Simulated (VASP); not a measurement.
Set up this calculation in VASP 6.6.1, as the native input.

* Task: relaxation of cell and atoms
* Functional: PBEsol
* Potentials or basis: VASP PAW PBE potentials, release 64 (Pb_d)
* Cutoff: 600 eV
* k mesh: 9 × 9 × 9
* Occupations: fermi-dirac, width 0.05 eV
* Spin: no spin polarisation
* Target pressure: 5 GPa
* Dipole correction: no
* Further INCAR settings: ALGO = Normal; EDIFF = 1e-06; IBRION = 2; EDIFFG = -0.005; NSW = 80; ISIF = 3

The structure of Pb lies in POSCAR:

```
Pb
1.0
   -1.9796595667      1.9796595667      1.9796595667
    1.9796595667     -1.9796595667      1.9796595667
    1.9796595667      1.9796595667     -1.9796595667
Pb
1
Direct
    0.0000000000      0.0000000000      0.0000000000
```

One way to write it, as run:

INCAR

```
  PREC = Accurate
  ENCUT = 600
  EDIFF = 1E-6
  ISMEAR = -1
  SIGMA = 0.05
  LREAL = F
  LASPH = T
  NELM = 80
  ALGO = Normal
  ISIF = 3
  LWAVE = F
  LCHARG = F
  GGA = PS
  IBRION = 2
  NSW = 80
  EDIFFG = -0.005
  PSTRESS = 50.0
```

KPOINTS

```
regular mesh
0
Gamma
  9 9 9
```

Potentials or basis: VASP PAW PBE potentials, release 64 (Pb_d).

Run with:

```sh
$ cat potpaw_PBE.64/Pb_d/POTCAR > POTCAR
$ mpirun -np 1 vasp_std > vasp.out
```

Results of the run:

| Item | Value |
| --- | --- |
| Relaxed volume | 27.22 Å³/atom |
| Relaxed cell | a = 3.282 Å, b = 3.282 Å, c = 3.282 Å, α = 109.47°, β = 109.47°, γ = 109.47° |
| Space group after relaxing (to 0.05 Å) | Im-3m (No. 229) |
| Energy change on relaxing (the enthalpy is what falls) | +26.5 meV/atom |
| Ionic steps | 7 |
| Pressure after relaxing | 5.0 GPa |
| Band gap on the k mesh | zero (band 7 reaches 17.03 eV, above the bottom of band 8 at 6.00 eV) |

Caveat: the cell is relaxed towards a set pressure, so the enthalpy falls and the energy may rise; the PAW data sets were made with another functional, which shifts forces and pressure a little; spin-orbit coupling is left out, which moves the levels of the heavy elements.

It took 33 s on 1 thread of Intel(R) Xeon(R) Platinum 8488C (Sapphire Rapids) (shared host), peak memory 0.17 GiB.
